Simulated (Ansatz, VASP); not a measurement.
# Two plane-wave programs on Al5H

```
Al H
1.0
     4.09247    0.00000    0.00000
     0.00000    4.09247    0.00000
     0.00000    0.00000    6.12206
Al H
5 1
Direct
  0.50000 0.00000 0.70958
  0.00000 0.50000 0.70958
  0.00000 0.00000 0.42808
  0.50000 0.00000 0.14445
  0.00000 0.50000 0.14445
  0.50000 0.50000 0.14685
```

Alike in both runs: functional PBE; k mesh 6 × 6 × 4; occupations gaussian, width 0.1 eV; no spin polarisation.

Ansatz relaxed the structure, and its values are those at the end. VASP's run is a single point on that final structure, the one shown.

|  | VASP | Ansatz |
| --- | --- | --- |
| version | VASP 6.6.1 | Ansatz 0.2.0 |
| potentials or method | VASP PAW PBE potentials, release 64 (Al, H), cutoff 520 eV | scalar-relativistic, plane waves, PAW |
| valence electrons in the cell | 16 | 16 |

```tsv
	VASP	Ansatz	Ansatz less VASP
gap on the k mesh at the Fermi level (eV)	none	none	-
pressure (GPa)	0.0	0.0	+0.05
rms of the force components (eV/Å)	0.003	0.003	0.0000
```

A gap of «none» marks a metal or a gap that the smearing closes.
